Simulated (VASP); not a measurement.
A run of VASP 6.6.1 is set up as follows.

INCAR

```
ALGO = Normal ; EDIFF = 1E-6
ENCUT = 520 ; GGA = PE
ISIF = 2 ; ISMEAR = 1
LASPH = True ; LCHARG = False
LREAL = False ; LWAVE = False
NBANDS = 38 ; NELM = 80
PREC = Accurate ; SIGMA = 0.15
```

KPOINTS

```
k-points
0
Gamma
  4 4 6
```

The input POSCAR:

```
RhCl2
1.0
    5.7088767037      0.0000000000      0.0000000000
    0.0000000000      5.7088767037      0.0000000000
    0.0000000000      0.0000000000      3.7407536923
Rh Cl
2 4
Direct
    0.0000000000      0.0000000000      0.0000000000
    0.5000000000      0.5000000000      0.5000000000
    0.3026200000      0.3026200000      0.0000000000
    0.6973800000      0.6973800000      0.0000000000
    0.1973800000      0.8026200000      0.5000000000
    0.8026200000      0.1973800000      0.5000000000
```

Potentials or basis: VASP PAW PBE potentials, release 64 (Rh_pv, Cl).

Launch:

```sh
$ cat potpaw_PBE.64/Rh_pv/POTCAR potpaw_PBE.64/Cl/POTCAR > POTCAR
$ mpirun -np 1 vasp_std > vasp.out
```

(1) Estimate the pressure.

(2) What does it give for the largest force?

Answers

(1) -1.5 GPa.

(2) 0.107 eV/Å.
